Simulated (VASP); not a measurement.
# TiB2 (P6/mmm) in VASP: a series of runs, part 2 of 2

VASP 6.6.1. The steps go on from the part before.

### 3 Single point, PBEsol

This run uses another cell than the first one, of 8.22 Å³/atom, 1.050 times its volume.

Contents of INCAR:

```
  PREC = Accurate
  ENCUT = 520
  EDIFF = 1E-6
  ISMEAR = -1
  SIGMA = 0.05
  LREAL = F
  LASPH = T
  NELM = 60
  ALGO = Normal
  ISIF = 2
  LWAVE = F
  LCHARG = F
  GGA = PS
  NBANDS = 16
```

Contents of KPOINTS:

```
Automatic mesh
0
Gamma
  10 10 8
```

Contents of POSCAR:

```
TiB2
1.0
    3.0003395487      0.0000000000      0.0000000000
   -1.5001697743      2.5983702691      0.0000000000
    0.0000000000      0.0000000000      3.1645905804
Ti B
1 2
Direct
    0.0000000000      0.0000000000      0.0000000000
    0.6666666667      0.3333333333      0.5000000000
    0.3333333333      0.6666666667      0.5000000000
```

Potentials or basis: VASP PAW PBE potentials, release 64 (Ti_sv, B).

Started as:

```console
$ cat potpaw_PBE.64/Ti_sv/POTCAR potpaw_PBE.64/B/POTCAR > POTCAR
$ mpirun -np 1 vasp_std > vasp.out
```

Wall time 14 s (1 thread of Intel Xeon Platinum 8488C (Sapphire Rapids), shared host); peak memory 0.15 GiB.

Results (log left out):

* Free energy: -25.7780 eV
* Pressure: 5.5 GPa
* Band gap on the k mesh: zero (band 9 reaches 10.83 eV, above the bottom of band 10 at 10.08 eV)

Stress tensor (GPa, compression positive):
```
5.52 0.00 0.00
0.00 5.52 0.00
0.00 0.00 5.37
```

Levels at points of the mesh, in eV from the Fermi level:
```csv
k point,band 6,band 7,band 8,band 9,band 10,band 11,band 12,band 13
"(0.00, 0.00, 0.00)",-2.67,-2.67,-2.14,-2.11,2.10,2.10,4.01,4.01
"(0.50, 0.00, 0.00)",-9.18,-3.24,-3.19,-2.32,1.51,2.96,3.48,3.64
"(0.00, 0.00, 0.50)",-7.69,-0.48,-0.48,-0.18,-0.18,0.53,0.53,1.95
"(0.50, 0.00, 0.50)",-7.48,-4.74,-3.90,-3.08,2.79,3.16,4.94,4.99
```

Caveat: the PAW data sets were made with another functional, which shifts forces and pressure a little.

### 4 Single point, PBEsol

This run uses another cell than the first one, of 8.08 Å³/atom, 1.032 times its volume.

Contents of INCAR:

```
SYSTEM = TiB2
ALGO = Normal ; EDIFF = 1E-7
ENCUT = 520 ; GGA = PS
ISIF = 2 ; ISMEAR = -1
LASPH = .True. ; LCHARG = .False.
LREAL = .False. ; LWAVE = .False.
NBANDS = 16 ; NELM = 100
PREC = Accurate ; SIGMA = 0.05
```

Contents of KPOINTS:

```
k-points
0
Gamma
  10 10 8
  0 0 0
```

Contents of POSCAR:

```
TiB2
1.0
    2.9853562555      0.0000000000      0.0000000000
   -1.4926781278      2.5853943566      0.0000000000
    0.0000000000      0.0000000000      3.1421258681
Ti B
1 2
Direct
    0.0000000000      0.0000000000      0.0000000000
    0.6666666667      0.3333333333      0.5000000000
    0.3333333333      0.6666666667      0.5000000000
```

Started as:

```console
$ cat potpaw_PBE.64/Ti_sv/POTCAR potpaw_PBE.64/B/POTCAR > POTCAR
$ mpirun -np 1 vasp_std > vasp.out
```

It took 21 s on 1 thread of Intel Xeon Platinum 8488C (Sapphire Rapids), shared host; peak memory 0.15 GiB.

The run converged. Its results:

* Free energy: -25.7572 eV
* Pressure: 10.4 GPa
* Band gap on the k mesh: zero (band 9 reaches 11.05 eV, above the bottom of band 10 at 10.26 eV)

Stress tensor (GPa, compression positive):
```
10.44  0.00  0.00
 0.00 10.44  0.00
 0.00  0.00 10.28
```

Levels at points of the mesh, in eV from the Fermi level:
```csv
k point,band 7,band 8,band 9,band 10,band 11,band 12
"(0.00, 0.00, 0.00)",-2.72,-2.17,-2.09,2.16,2.16,4.12
"(0.50, 0.00, 0.00)",-3.27,-3.22,-2.37,1.56,3.02,3.57
"(0.00, 0.00, 0.50)",-0.48,-0.48,-0.19,-0.19,0.54,0.54
"(0.50, 0.00, 0.50)",-4.81,-3.96,-3.07,2.88,3.24,5.09
```

Caveat: the PAW data sets were made with another functional, which shifts forces and pressure a little.

### 5 Single point, PBEsol

This run uses another cell than the first one, of 8.38 Å³/atom, 1.069 times its volume.

Contents of INCAR:

```
SYSTEM = TiB2
PREC = Accurate
ENCUT = 520
EDIFF = 1E-6
ISMEAR = -1
SIGMA = 0.05
LREAL = .False.
LASPH = .True.
NELM = 80
ALGO = Normal
ISIF = 2
LWAVE = .False.
LCHARG = .False.
GGA = PS
NBANDS = 16
```

Contents of KPOINTS:

```
regular mesh
0
Gamma
  10 10 8
  0 0 0
```

Contents of POSCAR:

```
TiB2
1.0
    3.0165130593      0.0000000000      0.0000000000
   -1.5082565296      2.6123769402      0.0000000000
    0.0000000000      0.0000000000      3.1890638234
Ti B
1 2
Direct
    0.0000000000      0.0000000000      0.0000000000
    0.6666666667      0.3333333333      0.5000000000
    0.3333333333      0.6666666667      0.5000000000
```

Potentials or basis: VASP PAW PBE potentials, release 64 (Ti_sv, B).

Started as:

```console
$ cat potpaw_PBE.64/Ti_sv/POTCAR potpaw_PBE.64/B/POTCAR > POTCAR
$ mpirun -np 1 vasp_std > vasp.out
```

OUTCAR:

```text
SYSTEM = TiB2
   PREC = Accurate
   ENCUT = 520
   EDIFF = 1E-6
   ISMEAR = -1
   LREAL = .False.
   LASPH = .True.
   NELM = 80
   ISIF = 2
   GGA = PS

 ion  position               nearest neighbor table
   1  0.000  0.000  0.000-   2 2.36   3 2.36   2 2.36   3 2.36   3 2.36   3 2.36   2 2.36   2 2.36
                             2 2.36   2 2.36   3 2.36   3 2.36
   2  0.667  0.333  0.500-   3 1.74   3 1.74   3 1.74   1 2.36   1 2.36   1 2.36   1 2.36   1 2.36
                             1 2.36
   3  0.333  0.667  0.500-   2 1.74   2 1.74   2 1.74   1 2.36   1 2.36   1 2.36   1 2.36   1 2.36
                             1 2.36

  LATTYP: Found a hexagonal cell.
[... 654 lines left out ...]
  --------------------------------------------------------------------------------------
  -------------------------------------------------------------------------------------
  Total        0.0717763      0.0717763      0.0519518      0.0000000     -0.0000000     -0.0000000
  in kB        4.5760174      4.5760174      3.3121267      0.0000000     -0.0000000     -0.0000000
  external PRESSURE =       4.1547205 kB  Pullay stress =       0.0000000 kB

 VOLUME and BASIS-vectors are now :
 -----------------------------------------------------------------------------
  energy-cutoff  :      520.00
  volume of cell :       25.13
      direct lattice vectors                 reciprocal lattice vectors
     3.016513059  0.000000000  0.000000000     0.331508593  0.191396575  0.000000000
    -1.508256530  2.612376940  0.000000000     0.000000000  0.382793151  0.000000000
     0.000000000  0.000000000  3.189063823     0.000000000  0.000000000  0.313571648

 POSITION                                       TOTAL-FORCE (eV/Angst)
 -----------------------------------------------------------------------------------
      0.00000      0.00000      0.00000        -0.000000      0.000000      0.000000
      1.50826      0.87079      1.59453         0.000000      0.000000      0.000000
     -0.00000      1.74158      1.59453         0.000000      0.000000      0.000000
 -----------------------------------------------------------------------------------
    total drift:                               -0.000000      0.000000      0.000000

  FREE ENERGIE OF THE ION-ELECTRON SYSTEM (eV)
  ---------------------------------------------------
  free  energy   TOTEN  =       -25.7863182357 eV

  energy  without entropy=      -25.7796267735  energy(sigma->0) =      -25.78297250
```

OSZICAR:

```text
N       E                     dE             d eps       ncg     rms          rms(c)
DAV:   1     0.122307221975E+03    0.12231E+03   -0.91291E+03  2240   0.129E+03
DAV:   2    -0.234967467254E+02   -0.14580E+03   -0.14109E+03  2400   0.343E+02
DAV:   3    -0.306678898113E+02   -0.71711E+01   -0.71130E+01  3272   0.742E+01
DAV:   4    -0.308447102900E+02   -0.17682E+00   -0.17672E+00  2704   0.102E+01
DAV:   5    -0.308487402418E+02   -0.40300E-02   -0.40299E-02  3248   0.136E+00    0.175E+01
DAV:   6    -0.257895868022E+02    0.50592E+01   -0.19589E+01  3152   0.491E+01    0.391E+00
DAV:   7    -0.257858935350E+02    0.36933E-02   -0.93459E-01  2384   0.110E+01    0.353E+00
DAV:   8    -0.257891210288E+02   -0.32275E-02   -0.82855E-02  3616   0.239E+00    0.641E-01
DAV:   9    -0.257866750121E+02    0.24460E-02   -0.31389E-02  2744   0.224E+00    0.229E-01
DAV:  10    -0.257863073362E+02    0.36768E-03   -0.20381E-03  2720   0.561E-01    0.615E-02
DAV:  11    -0.257863553050E+02   -0.47969E-04   -0.52644E-04  2968   0.267E-01    0.712E-02
DAV:  12    -0.257863180945E+02    0.37211E-04   -0.14936E-04  2552   0.159E-01    0.156E-02
DAV:  13    -0.257863182357E+02   -0.14123E-06   -0.60361E-06  2824   0.210E-02
   1 F= -.25786318E+02 E0= -.25782973E+02  d E =-.669146E-02
```

Wall time 15 s (1 thread of Intel Xeon Platinum 8488C (Sapphire Rapids), shared host); peak memory 0.15 GiB.

Results:

| Property | Result |
| --- | --- |
| Free energy | -25.7863 eV |
| Pressure | 0.4 GPa |
| Band gap on the k mesh | zero (band 9 reaches 10.59 eV, above the bottom of band 10 at 9.89 eV) |

Stress tensor (GPa, compression positive):
```
0.46 0.00 0.00
0.00 0.46 0.00
0.00 0.00 0.33
```

Levels at points of the mesh, in eV from the Fermi level:
```tsv
k point	band 5	band 6	band 7	band 8	band 9	band 10	band 11	band 12	band 13	band 14
(0.00, 0.00, 0.00)	-13.49	-2.62	-2.62	-2.14	-2.10	2.04	2.04	3.90	3.90	5.87
(0.50, 0.00, 0.00)	-9.38	-9.15	-3.22	-3.15	-2.28	1.47	2.89	3.40	3.57	7.69
(0.00, 0.00, 0.50)	-11.46	-7.62	-0.47	-0.47	-0.17	-0.17	0.51	0.51	1.86	6.64
(0.50, 0.00, 0.50)	-9.72	-7.46	-4.66	-3.84	-3.07	2.69	3.08	4.78	4.86	5.56
```

Caveat: the PAW data sets were made with another functional, which shifts forces and pressure a little.

### 6 The runs side by side

| cell | gap on the mesh (eV) | pressure (GPa) |
| --- | --- | --- |
| a = 2.958, b = 2.958, c = 3.102 Å, angles 90.0, 90.0, 120.0°, 3 atoms | none | 20.4 |
| a = 3.000, b = 3.000, c = 3.165 Å, angles 90.0, 90.0, 120.0°, 3 atoms | none | 5.5 |
| a = 2.985, b = 2.985, c = 3.142 Å, angles 90.0, 90.0, 120.0°, 3 atoms | none | 10.4 |
| a = 3.017, b = 3.017, c = 3.189 Å, angles 90.0, 90.0, 120.0°, 3 atoms | none | 0.4 |

Alike in all rows: task single point; level PBEsol; potentials or basis VASP PAW PBE potentials, release 64 (Ti_sv, B); no spin polarisation; k mesh 10 × 10 × 8; cutoff (eV) 520; smearing fermi-dirac 0.05 eV.

Caveats: the PAW data sets were made with another functional, which shifts forces and pressure a little.

Absolute energies hang on the potentials; compare differences alone.
